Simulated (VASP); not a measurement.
# SbPt (P6_3/mmc) in VASP: electric field gradients with LDA

Aim: the electric field gradients of SbPt with LDA.

All numbers are computed with VASP 6.6.1; they aren't measurements. Logs are shortened: lines on timing, memory, paths and dates and some standing lists are left out, and cuts for length are marked.

## 1. The cell of the first run

It takes space group P6_3/mmc (No. 194, hexagonal). Conventional cell: a = 4.177 Å, b = 4.177 Å, c = 5.539 Å, α = 90.00°, β = 90.00°, γ = 120.00°. Within 3.7 Å of Sb (site symmetry -6m2) lie 6 Pt at 2.78 Å and 6 Sb at 3.67 Å. Pt (site symmetry -3m) has 2 Pt at 2.77 Å and 6 Sb at 2.78 Å within 3.7 Å.

## 2. Electric field gradients, LDA

INCAR reads:

```
SYSTEM = SbPt
PREC = Accurate
ENCUT = 430
EDIFF = 1E-8
ISMEAR = -1
SIGMA = 0.05
LREAL = .FALSE.
LASPH = .TRUE.
NELM = 120
ALGO = Normal
ISIF = 2
LWAVE = .FALSE.
LCHARG = .FALSE.
LEFG = .TRUE.
NBANDS = 41
GGA_COMPAT = .FALSE.
```

KPOINTS reads:

```
regular mesh
0
G
  9 9 6
  0 0 0
```

POSCAR reads:

```
SbPt
1.0
    4.1774426617      0.0000000000      0.0000000000
   -2.0887213308      3.6177714679      0.0000000000
    0.0000000000      0.0000000000      5.5392039000
Sb Pt
2 2
Direct
    0.6666666667      0.3333333333      0.7500000000
    0.3333333333      0.6666666667      0.2500000000
    0.0000000000      0.0000000000      0.5000000000
    0.0000000000      0.0000000000      0.0000000000
```

Potentials or basis: VASP PAW LDA potentials, release 64 (Sb_d_GW, Pt_sv_GW).

On the command line:

```sh
$ cat potpaw_LDA.64/Sb_d_GW/POTCAR potpaw_LDA.64/Pt_sv_GW/POTCAR > POTCAR
$ mpirun -np 1 vasp_std > vasp.out
```

OUTCAR:

```text
SYSTEM = SbPt
   PREC = Accurate
   ENCUT = 430
   EDIFF = 1E-8
   ISMEAR = -1
   LREAL = .FALSE.
   LASPH = .TRUE.
   NELM = 120
   ISIF = 2

 ion  position               nearest neighbor table
   1  0.667  0.333  0.750-   3 2.78   4 2.78   3 2.78   4 2.78   3 2.78   4 2.78
   2  0.333  0.667  0.250-   3 2.78   4 2.78   3 2.78   4 2.78   3 2.78   4 2.78
   3  0.000  0.000  0.500-   4 2.77   4 2.77   1 2.78   2 2.78   2 2.78   1 2.78   1 2.78   2 2.78

   4  0.000  0.000  0.000-   3 2.77   3 2.77   1 2.78   2 2.78   2 2.78   1 2.78   1 2.78   2 2.78

  LATTYP: Found a hexagonal cell.
 ALAT       =     4.1774426617
 C/A-ratio  =     1.3259796360

  Lattice vectors:

 A1 = (   4.1774426617,   0.0000000000,   0.0000000000)
 A2 = (  -2.0887213308,   3.6177714679,   0.0000000000)
 A3 = (   0.0000000000,   0.0000000000,   5.5392039000)

Analysis of symmetry for initial positions (statically):
=====================================================================
 Subroutine PRICEL returns:
 Original cell was already a primitive cell.

 Routine SETGRP: Setting up the symmetry group for a
 hexagonal supercell.

 Subroutine GETGRP returns: Found 24 space group operations
 (whereof 12 operations were pure point group operations)
 out of a pool of 24 trial point group operations.

The static configuration has the point symmetry D_3d.
 The point group associated with its full space group is D_6h.

Analysis of symmetry for dynamics (positions and initial velocities):
=====================================================================
 Subroutine PRICEL returns:
 Original cell was already a primitive cell.

 Routine SETGRP: Setting up the symmetry group for a
 hexagonal supercell.

 Subroutine GETGRP returns: Found 24 space group operations
 (whereof 12 operations were pure point group operations)
 out of a pool of 24 trial point group operations.

The dynamic configuration has the point symmetry D_3d.
 The point group associated with its full space group is D_6h.

 Subroutine INISYM returns: Found 24 space group operations
 (whereof 12 operations are pure point group operations),
 and found     1 'primitive' translations

----------------------------------------------------------------------------------------

                                     Primitive cell

  volume of cell :      83.7142

  direct lattice vectors                    reciprocal lattice vectors
     4.177442662  0.000000000  0.000000000     0.239380904  0.138206629  0.000000000
    -2.088721331  3.617771468  0.000000000     0.000000000  0.276413259  0.000000000
     0.000000000  0.000000000  5.539203900     0.000000000  0.000000000  0.180531358

  length of vectors
     4.177442662  4.177442662  5.539203900     0.276413259  0.276413259  0.180531358

  position of ions in fractional coordinates (direct lattice)
     0.666666667  0.333333333  0.750000000
     0.333333333  0.666666667  0.250000000
     0.000000000  0.000000000  0.500000000
     0.000000000  0.000000000  0.000000000

  ion indices of the primitive-cell ions
   primitive index   ion index
                 1           1
                 2           2
                 3           3
                 4           4

----------------------------------------------------------------------------------------

 KPOINTS: regular mesh

Automatic generation of k-mesh.
 Grid dimensions read from file:
 generate k-points for:    9    9    6

 Generating k-lattice:

  Cartesian coordinates                     Fractional coordinates (reciprocal lattice)
     0.026597878  0.015356292  0.000000000     0.111111111  0.000000000  0.000000000
     0.000000000  0.030712584  0.000000000     0.000000000  0.111111111  0.000000000
[... 41 lines left out ...]
   number of dos      NEDOS =    301   number of ions     NIONS =      4
   total plane-waves  NPLWV =  31360
   dimension x,y,z NGX =    28 NGY =   28 NGZ =   40
   dimension x,y,z NGXF=    56 NGYF=   56 NGZF=   80
   ions per type =               2   2
   NGX,Y,Z   is equivalent  to a cutoff of  11.14, 11.14, 12.01 a.u.
   NGXF,Y,Z  is equivalent  to a cutoff of  22.29, 22.29, 24.01 a.u.
 SYSTEM =  SbPt
   PREC   = accura    normal or accurate (medium, high low for compatibility)
   ISTART =      0    job   : 0-new  1-cont  2-samecut
   ICHARG =      2    charge: 1-file 2-atom 10-const
   ISPIN  =      1    spin polarized calculation?
   LNONCOLLINEAR =      F non collinear calculations
   LSORBIT =      F    spin-orbit coupling
   LASPH  =      T    aspherical Exc in radial PAW
   ENCUT  =  430.0 eV  31.60 Ry    5.62 a.u.   7.06  7.06  9.37*2*pi/ulx,y,z
   NELM   =    120;   NELMIN=  2; NELMDL= -5     # of ELM steps
   EDIFF  = 0.1E-07   stopping-criterion for ELM
   LREAL  =      F    real-space projection
   EDIFFG = 0.1E-06   stopping-criterion for IOM
   NSW    =      0    number of steps for IOM
   IBRION =     -1    ionic relax: 0-MD 1-quasi-New 2-CG
   NFREE  =      0    steps in history (QN), initial steepest desc. (CG)
   ISIF   =      2    stress and relaxation
   ISYM   =      2    0-nonsym 1-usesym 2-fastsym
   POTIM  = 0.5000    time-step for ionic-motion
   TEBEG  =    0.0;   TEEND  =   0.0 temperature during run
   PSTRESS=    0.0 pullay stress
   NELECT =      66.0000    total number of electrons
   NUPDOWN=      -1.0000    fix difference up-down
   EMIN   =  10.00;   EMAX   =-10.00  energy-range for DOS
   EFERMI =   0.00;   METHOD = LEGACY
   ISMEAR =    -1;   SIGMA  =   0.05  broadening in eV -4-tet -1-fermi 0-gaus
   EFERMI_NEDOS =   21; number of points for ismear=-14 and -15
   IALGO  =     38    algorithm
   IMIX   =      4    mixing-type and parameters
     AMIX     =   0.40;   BMIX     =  1.00
     AMIX_MAG =   1.60;   BMIX_MAG =  1.00
  volume/ion in A,a.u.               =      20.93       141.23
  Fermi-wavevector in a.u.,A,eV,Ry     =   1.512365  2.857955 31.119878  2.287246
  Thomas-Fermi vector in A             =   2.622299
   LORBIT       =      0    0 simple, 1 ext, 2 COOP (PROOUT), +10 PAW based schemes
   GGA     = CA    functional components
   LHFCALC =     F    Hartree Fock is set to
   AEXX    =    0.0000 exact exchange contribution
   IVDW    =     0    specifies the selected vdW correction
   LEPSILON=     F    determine dielectric tensor
   LRPA    =     F    only Hartree local field effects (RPA)
 non-spin polarized calculation
  energy-cutoff  :      430.00
  volume of cell :       83.71
 maximum number of plane-waves:      1725
   NGX = 15   NGY = 15   NGZ = 19

 number of electron      66.0000007 magnetization

 Free energy of the ion-electron system (eV)
  ---------------------------------------------------
  ext. energy  EPLUGINS =         0.00000000
  ---------------------------------------------------
  free energy    TOTEN  =       -25.86899916 eV

  energy without entropy =      -25.85515329  energy(sigma->0) =      -25.86207623

 E-fermi :   7.8061     XC(G=0): -12.0455

 val. band max:        7.8026645870   @ k =   0.0000   0.0000   0.0000
 cond. band min:       7.8196920726   @ k =   0.1111   0.0000   0.1667
 fundamental gap:      0.0170274856
 Fermi energy:         7.8061276635

 k-point     1 :       0.0000    0.0000    0.0000
  band No.  band energies     occupation
      1     -90.5296      2.00000
      2     -90.5181      2.00000
      3     -45.2387      2.00000
      4     -45.0312      2.00000
      5     -45.0312      2.00000
      6     -45.0060      2.00000
[... 1045 lines left out ...]
     40      15.9203      0.00000
     41      16.1923      0.00000

 [... further k-points ...]

------------------------ aborting loop because EDIFF is reached ----------------------------------------

  FORCE on cell =-STRESS in cart. coord.  units (eV):
  Direction    XX          YY          ZZ          XY          YZ          ZX
  --------------------------------------------------------------------------------------
  -------------------------------------------------------------------------------------
  Total       -3.0348339     -3.0348339     -3.6882376     -0.0000000      0.0000000      0.0000000
  in kB      -58.0826640    -58.0826640    -70.5879379     -0.0000000      0.0000000      0.0000000
  external PRESSURE =     -62.2510886 kB  Pullay stress =       0.0000000 kB

 VOLUME and BASIS-vectors are now :
 -----------------------------------------------------------------------------
  energy-cutoff  :      430.00
  volume of cell :       83.71
      direct lattice vectors                 reciprocal lattice vectors
     4.177442662  0.000000000  0.000000000     0.239380904  0.138206629  0.000000000
    -2.088721331  3.617771468  0.000000000     0.000000000  0.276413259  0.000000000
     0.000000000  0.000000000  5.539203900     0.000000000  0.000000000  0.180531358

 POSITION                                       TOTAL-FORCE (eV/Angst)
 -----------------------------------------------------------------------------------
      2.08872      1.20592      4.15440         0.000000     -0.000000     -0.000000
     -0.00000      2.41185      1.38480        -0.000000      0.000000     -0.000000
      0.00000      0.00000      2.76960        -0.000000      0.000000      0.000000
      0.00000      0.00000      0.00000        -0.000000      0.000000      0.000000
 -----------------------------------------------------------------------------------
    total drift:                               -0.000000      0.000000      0.000000

  FREE ENERGIE OF THE ION-ELECTRON SYSTEM (eV)
  ---------------------------------------------------
  free  energy   TOTEN  =       -25.8689991625 eV

  energy  without entropy=      -25.8551532943  energy(sigma->0) =      -25.86207623

 Electric field gradients (V/A^2)
---------------------------------------------------------------------
 ion       V_xx      V_yy      V_zz      V_xy      V_xz      V_yz
---------------------------------------------------------------------
   1      -4.314    -4.310     8.625     0.003     0.000    -0.000
   2      -4.314    -4.310     8.625     0.003    -0.000     0.000
   3      52.482    52.483  -104.965     0.001    -0.000     0.000
   4      52.482    52.483  -104.965     0.001     0.000    -0.000
---------------------------------------------------------------------

 Electric field gradients after diagonalization (V/A^2)
 (convention: |V_zz| > |V_xx| > |V_yy|)
----------------------------------------------------------------------
 ion       V_xx      V_yy      V_zz     asymmetry (V_yy - V_xx)/ V_zz
----------------------------------------------------------------------
   1      -4.316    -4.309     8.625       0.001
   2      -4.316    -4.309     8.625       0.001
   3      52.483    52.482  -104.965       0.000
   4      52.483    52.482  -104.965       0.000
----------------------------------------------------------------------

           NMR quadrupolar parameters

 Cq : quadrupolar parameter    Cq=e*Q*V_zz/h
 eta: asymmetry parameters     (V_yy - V_xx)/ V_zz
 Q  : nuclear electric quadrupole moment in mb (millibarn)
----------------------------------------------------------------------
 ion       Cq(MHz)       eta       Q (mb)
----------------------------------------------------------------------
   1       0.021       0.001       1.000
   2       0.021       0.001       1.000
   3      -0.254       0.000       1.000
   4      -0.254       0.000       1.000
----------------------------------------------------------------------
```

Wall time 6.1 min (1 thread of AMD EPYC 7R43 (Zen 3), shared host); peak memory 0.2 GiB.

What came out:

```yaml
Free_energy: -25.8690 eV
Pressure: -6.2 GPa
Band_gap_on_the_k_mesh: zero (bands 33 and 34 overlap by 3.95 eV)
Largest_electric_field_gradient_by_atom: Sb +8.6; Pt -105.0 V/Å²
```

Levels at points of the mesh, in eV from the Fermi level:
```tsv
k point	band 30	band 31	band 32	band 33	band 34	band 35	band 36	band 37
(0.00, 0.00, 0.00)	-2.04	0.00	0.00	0.72	2.29	2.52	3.47	3.51
(0.00, 0.00, 0.50)	-3.43	-1.21	-1.21	2.31	2.31	2.31	2.31	5.26
```

Electric field gradients, principal values (V/Å²):
| atom | least | middle | greatest (by size) |
| --- | --- | --- | --- |
| 1 Sb | -4.309 | -4.316 | 8.625 |
| 2 Sb | -4.309 | -4.316 | 8.625 |
| 3 Pt | 52.482 | 52.483 | -104.965 |
| 4 Pt | 52.482 | 52.483 | -104.965 |

Caveat: the cell stands under tension; without QUAD_EFG the Cq values of the log hold for a quadrupole moment of 1 mb, not for the nuclei; spin-orbit coupling is left out, which moves the levels of the heavy elements.
